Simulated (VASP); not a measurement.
# SbI (P6_3/mmc) in VASP: single point with r2SCAN

Aim: the single point of SbI with r2SCAN.

Program: VASP 6.6.1. These are calculated values, not measurements. Logs are shortened: lines on timing, memory, paths and dates and some standing lists are left out, and cuts for length are marked.

## 1. The cell of the first run

Symmetry: P6_3/mmc, No. 194, hexagonal system. Conventional cell: a = 3.845 Å, b = 3.845 Å, c = 9.946 Å, α = 90.00°, β = 90.00°, γ = 120.00°. I (site symmetry -3m) has 6 Sb at 3.33 Å and 6 I at 3.85 Å within 4.4 Å. Sb (site symmetry -6m2) has 6 I at 3.33 Å and 6 Sb at 3.85 Å within 4.4 Å.

## 2. Single point, r2SCAN

POSCAR

```
SbI
1.0
    1.9226270021      3.3300876516      0.0000000000
   -1.9226270021      3.3300876516      0.0000000000
    0.0000000000      0.0000000000      9.9459149011
I Sb
2 2
Direct
    0.0000000000      0.0000000000      0.0000000000
    0.0000000000      0.0000000000      0.5000000000
    0.3333333333      0.3333333333      0.2500000000
    0.6666666667      0.6666666667      0.7500000000
```

INCAR.step1

```
SYSTEM = SbI
PREC = Accurate
ENCUT = 550
ISMEAR = -1
SIGMA = 0.1217
LREAL = .False.
LASPH = .True.
NELM = 120
NBANDS = 20
GGA = PE
ALGO = Normal
EDIFF = 1E-5
LWAVE = .True.
LCHARG = .False.
GGA_COMPAT = .False.
```

INCAR.step2

```
SYSTEM = SbI
PREC = Accurate
ENCUT = 550
EDIFF = 1E-6
ISMEAR = -1
SIGMA = 0.1217
LREAL = .False.
LASPH = .True.
NELM = 120
ALGO = Normal
ISIF = 2
LWAVE = .False.
LCHARG = .False.
METAGGA = R2SCAN
LMIXTAU = .True.
NBANDS = 20
ISTART = 1
GGA_COMPAT = .False.
```

KPOINTS

```
Automatic mesh
0
Gamma
  8 8 5
  0 0 0
```

Potentials or basis: VASP PAW PBE potentials, release 64 (I, Sb).

Command:

```sh
$ cat potpaw_PBE.64/I/POTCAR potpaw_PBE.64/Sb/POTCAR > POTCAR
$ cp INCAR.step1 INCAR
$ mpirun -np 1 vasp_std > vasp.out
$ cp INCAR.step2 INCAR
$ mpirun -np 1 vasp_std > vasp.out
```

OUTCAR:

```text
SYSTEM = SbI
   PREC = Accurate
   ENCUT = 550
   EDIFF = 1E-6
   ISMEAR = -1
   LREAL = .False.
   LASPH = .True.
   NELM = 120
   ISIF = 2
   METAGGA = R2SCAN
   ISTART = 1

 ion  position               nearest neighbor table
   1  0.000  0.000  0.000-   3 3.33   4 3.33   4 3.33   4 3.33   3 3.33   3 3.33
   2  0.000  0.000  0.500-   3 3.33   4 3.33   4 3.33   4 3.33   3 3.33   3 3.33
   3  0.333  0.333  0.250-   1 3.33   2 3.33   1 3.33   2 3.33   1 3.33   2 3.33
   4  0.667  0.667  0.750-   1 3.33   2 3.33   1 3.33   2 3.33   1 3.33   2 3.33

  LATTYP: Found a hexagonal cell.
 ALAT       =     3.8452540042
 C/A-ratio  =     2.5865430191

  Lattice vectors:

 A1 = (   1.9226270021,  -3.3300876516,   0.0000000000)
 A2 = (   1.9226270021,   3.3300876516,   0.0000000000)
 A3 = (   0.0000000000,   0.0000000000,   9.9459149011)

Analysis of symmetry for initial positions (statically):
=====================================================================
 Subroutine PRICEL returns:
 Original cell was already a primitive cell.

 Routine SETGRP: Setting up the symmetry group for a
 hexagonal supercell.

 Subroutine GETGRP returns: Found 24 space group operations
 (whereof 12 operations were pure point group operations)
 out of a pool of 24 trial point group operations.

The static configuration has the point symmetry D_3d.
 The point group associated with its full space group is D_6h.

Analysis of symmetry for dynamics (positions and initial velocities):
=====================================================================
 Subroutine PRICEL returns:
 Original cell was already a primitive cell.

 Routine SETGRP: Setting up the symmetry group for a
 hexagonal supercell.

 Subroutine GETGRP returns: Found 24 space group operations
 (whereof 12 operations were pure point group operations)
 out of a pool of 24 trial point group operations.

The dynamic configuration has the point symmetry D_3d.
 The point group associated with its full space group is D_6h.

 Subroutine INISYM returns: Found 24 space group operations
 (whereof 12 operations are pure point group operations),
 and found     1 'primitive' translations

----------------------------------------------------------------------------------------

                                     Primitive cell

  volume of cell :     127.3578

  direct lattice vectors                    reciprocal lattice vectors
     1.922627002  3.330087652  0.000000000     0.260060844  0.150146198  0.000000000
    -1.922627002  3.330087652  0.000000000    -0.260060844  0.150146198  0.000000000
     0.000000000  0.000000000  9.945914901     0.000000000  0.000000000  0.100543792

  length of vectors
     3.845254004  3.845254004  9.945914901     0.300292396  0.300292396  0.100543792

  position of ions in fractional coordinates (direct lattice)
     0.000000000  0.000000000  0.000000000
     0.000000000  0.000000000  0.500000000
     0.333333333  0.333333333  0.250000000
     0.666666667  0.666666667  0.750000000

  ion indices of the primitive-cell ions
   primitive index   ion index
                 1           1
                 2           2
                 3           3
                 4           4

----------------------------------------------------------------------------------------

 KPOINTS: Automatic mesh

Automatic generation of k-mesh.
 Grid dimensions read from file:
 generate k-points for:    8    8    5

 Generating k-lattice:

  Cartesian coordinates                     Fractional coordinates (reciprocal lattice)
     0.032507605  0.018768275  0.000000000     0.125000000  0.000000000  0.000000000
    -0.032507605  0.018768275  0.000000000     0.000000000  0.125000000  0.000000000
     0.000000000  0.000000000  0.020108758     0.000000000  0.000000000  0.200000000

  Length of vectors
     0.037536550  0.037536550  0.020108758

  Shift w.r.t. Gamma in fractional coordinates (k-lattice)
     0.000000000  0.000000000  0.000000000

 Subroutine IBZKPT returns following result:
 ===========================================

 Found     30 irreducible k-points:

 Following reciprocal coordinates:
            Coordinates               Weight
  0.000000  0.000000  0.000000      1.000000
  0.125000  0.000000  0.000000      6.000000
  0.250000  0.000000  0.000000      6.000000
  0.375000 -0.000000  0.000000      6.000000
  0.500000  0.000000  0.000000      3.000000
  0.250000  0.125000  0.000000      6.000000
[... 16 lines left out ...]
  0.250000  0.000000  0.400000     12.000000
  0.375000 -0.000000  0.400000     12.000000
 [... further k-points ...]
   k-points           NKPTS =     30   k-points in BZ     NKDIM =     30   number of bands    NBANDS=     20
   number of dos      NEDOS =    301   number of ions     NIONS =      4
   total plane-waves  NPLWV =  72000
   dimension x,y,z NGX =    30 NGY =   30 NGZ =   80
   dimension x,y,z NGXF=    60 NGYF=   60 NGZF=  160
   ions per type =               2   2
   NGX,Y,Z   is equivalent  to a cutoff of  12.97, 12.97, 13.37 a.u.
   NGXF,Y,Z  is equivalent  to a cutoff of  25.94, 25.94, 26.74 a.u.
 SYSTEM =  SbI
   PREC   = accura    normal or accurate (medium, high low for compatibility)
   ISTART =      1    job   : 0-new  1-cont  2-samecut
   ICHARG =      0    charge: 1-file 2-atom 10-const
   ISPIN  =      1    spin polarized calculation?
   LNONCOLLINEAR =      F non collinear calculations
   LSORBIT =      F    spin-orbit coupling
   LASPH  =      T    aspherical Exc in radial PAW
   ENCUT  =  550.0 eV  40.42 Ry    6.36 a.u.   7.35  7.35 19.02*2*pi/ulx,y,z
   NELM   =    120;   NELMIN=  2; NELMDL=  0     # of ELM steps
   EDIFF  = 0.1E-05   stopping-criterion for ELM
   LREAL  =      F    real-space projection
   EDIFFG = 0.1E-04   stopping-criterion for IOM
   NSW    =      0    number of steps for IOM
   IBRION =     -1    ionic relax: 0-MD 1-quasi-New 2-CG
   NFREE  =      0    steps in history (QN), initial steepest desc. (CG)
   ISIF   =      2    stress and relaxation
   ISYM   =      2    0-nonsym 1-usesym 2-fastsym
   POTIM  = 0.5000    time-step for ionic-motion
   TEBEG  =    0.0;   TEEND  =   0.0 temperature during run
   PSTRESS=    0.0 pullay stress
   NELECT =      24.0000    total number of electrons
   NUPDOWN=      -1.0000    fix difference up-down
   EMIN   =  10.00;   EMAX   =-10.00  energy-range for DOS
   EFERMI =   0.00;   METHOD = LEGACY
   ISMEAR =    -1;   SIGMA  =   0.12  broadening in eV -4-tet -1-fermi 0-gaus
   EFERMI_NEDOS =   21; number of points for ismear=-14 and -15
   IALGO  =     38    algorithm
   IMIX   =      4    mixing-type and parameters
     AMIX     =   0.40;   BMIX     =  1.00
     AMIX_MAG =   1.60;   BMIX_MAG =  1.00
  volume/ion in A,a.u.               =      31.84       214.86
  Fermi-wavevector in a.u.,A,eV,Ry     =   0.938577  1.773654 11.985747  0.880928
  Thomas-Fermi vector in A             =   2.065803
   LORBIT       =      0    0 simple, 1 ext, 2 COOP (PROOUT), +10 PAW based schemes
   METAGGA = R2SCAN    functional components
   LHFCALC =     F    Hartree Fock is set to
   AEXX    =    0.0000 exact exchange contribution
   IVDW    =     0    specifies the selected vdW correction
   LEPSILON=     F    determine dielectric tensor
   LRPA    =     F    only Hartree local field effects (RPA)
 non-spin polarized calculation
  energy-cutoff  :      550.00
  volume of cell :      127.36
 maximum number of plane-waves:      3770
 NGX is ok and might be reduce to    30
   NGX = 15   NGY = 15   NGZ = 39

 number of electron      23.9999998 magnetization

 Free energy of the ion-electron system (eV)
  ---------------------------------------------------
  ext. energy  EPLUGINS =         0.00000000
  ---------------------------------------------------
  free energy    TOTEN  =       -99.06510260 eV

  energy without entropy =      -98.93343902  energy(sigma->0) =      -98.99927081

 E-fermi :   6.6393     XC(G=0):  -9.9340

 val. band max:        6.6242287707   @ k =   0.3750   0.1250   0.4000
 cond. band min:       6.6472019396   @ k =   0.5000   0.1250   0.2000
 fundamental gap:      0.0229731689
 Fermi energy:         6.6393324700

 k-point     1 :       0.0000    0.0000    0.0000
  band No.  band energies     occupation
      1      -8.3636      2.00000
      2      -7.9560      2.00000
      3      -4.4830      2.00000
      4      -2.6638      2.00000
      5       0.8718      2.00000
      6       4.8483      2.00000
[... 12 lines left out ...]
     19      13.2910      0.00000
     20      13.9275      0.00000

 k-point     2 :       0.1250    0.0000    0.0000
  band No.  band energies     occupation
      1      -8.2290      2.00000
      2      -7.8431      2.00000
      3      -4.2986      2.00000
      4      -2.6158      2.00000
      5       1.0548      2.00000
      6       3.9846      2.00000
[... 12 lines left out ...]
     19      13.3210      0.00000
     20      13.8657      0.00000

 k-point     3 :       0.2500    0.0000    0.0000
  band No.  band energies     occupation
      1      -7.8646      2.00000
      2      -7.5456      2.00000
      3      -3.7767      2.00000
      4      -2.5491      2.00000
      5       1.5490      2.00000
      6       2.4368      2.00000
[... 12 lines left out ...]
     19      13.0379      0.00000
     20      14.5904      0.00000

 k-point     4 :       0.3750   -0.0000    0.0000
  band No.  band energies     occupation
      1      -7.4199      2.00000
      2      -7.2017      2.00000
      3      -3.1230      2.00000
      4      -2.5432      2.00000
      5       1.1000      2.00000
      6       1.3406      2.00000
[... 429 lines left out ...]
 k-point    23 :       0.2500    0.0000    0.4000
  band No.  band energies     occupation
      1      -7.7652      2.00000
      2      -7.6675      2.00000
      3      -3.3884      2.00000
      4      -3.0163      2.00000
      5       1.7404      2.00000
      6       1.9794      2.00000
[... 12 lines left out ...]
     19      14.0902      0.00000
     20      14.4657      0.00000

 k-point    24 :       0.3750   -0.0000    0.4000
  band No.  band energies     occupation
      1      -7.3493      2.00000
      2      -7.2821      2.00000
      3      -2.9187      2.00000
      4      -2.7392      2.00000
      5       1.0625      2.00000
      6       1.3289      2.00000
[... 12 lines left out ...]
     19      13.0723      0.00000
     20      13.8964      0.00000

 [... further k-points ...]

------------------------ aborting loop because EDIFF is reached ----------------------------------------

  FORCE on cell =-STRESS in cart. coord.  units (eV):
  Direction    XX          YY          ZZ          XY          YZ          ZX
  --------------------------------------------------------------------------------------
  -------------------------------------------------------------------------------------
  Total       -0.0789890     -0.0789890     -0.1251265      0.0000000      0.0000000      0.0000000
  in kB       -0.9936917     -0.9936917     -1.5741075      0.0000000      0.0000000      0.0000000
  external PRESSURE =      -1.1871636 kB  Pullay stress =       0.0000000 kB

 VOLUME and BASIS-vectors are now :
 -----------------------------------------------------------------------------
  energy-cutoff  :      550.00
  volume of cell :      127.36
      direct lattice vectors                 reciprocal lattice vectors
     1.922627002  3.330087652  0.000000000     0.260060844  0.150146198  0.000000000
    -1.922627002  3.330087652  0.000000000    -0.260060844  0.150146198  0.000000000
     0.000000000  0.000000000  9.945914901     0.000000000  0.000000000  0.100543792

 POSITION                                       TOTAL-FORCE (eV/Angst)
 -----------------------------------------------------------------------------------
      0.00000      0.00000      0.00000         0.000000      0.000000     -0.000000
      0.00000      0.00000      4.97296         0.000000      0.000000     -0.000000
      0.00000      2.22006      2.48648         0.000000     -0.000000     -0.000000
      0.00000      4.44012      7.45944        -0.000000      0.000000      0.000000
 -----------------------------------------------------------------------------------
    total drift:                               -0.000000      0.000000      0.000000

  FREE ENERGIE OF THE ION-ELECTRON SYSTEM (eV)
  ---------------------------------------------------
  free  energy   TOTEN  =       -99.0651026030 eV

  energy  without entropy=      -98.9334390250  energy(sigma->0) =      -98.99927081
```

Run time: 3.8 min. Hardware: 1 thread of Intel Xeon Platinum 8375C at 2.90GHz (Ice Lake), shared host; peak memory 0.32 GiB.

Results:

```
Free energy            : -99.0651 eV
Pressure               : -0.1 GPa
Band gap on the k mesh : zero (band 12 reaches 8.47 eV, above the bottom of band 13 at 5.90 eV)
```

Levels at points of the mesh, in eV from the Fermi level:
| k point | band 8 | band 9 | band 10 | band 11 | band 12 | band 13 | band 14 | band 15 | band 16 | band 17 |
| --- | --- | --- | --- | --- | --- | --- | --- | --- | --- | --- |
| (0.00, 0.00, 0.00) | -1.68 | -1.54 | -1.54 | -0.21 | 1.60 | 1.60 | 2.30 | 2.30 | 3.27 | 4.55 |
| (0.50, 0.00, 0.00) | -3.49 | -3.10 | -3.02 | -2.50 | -1.20 | 0.16 | 0.47 | 1.84 | 2.47 | 3.58 |

Caveat: the PAW data sets were made with another functional, which shifts forces and pressure a little; spin-orbit coupling is left out, which moves the levels of the heavy elements.
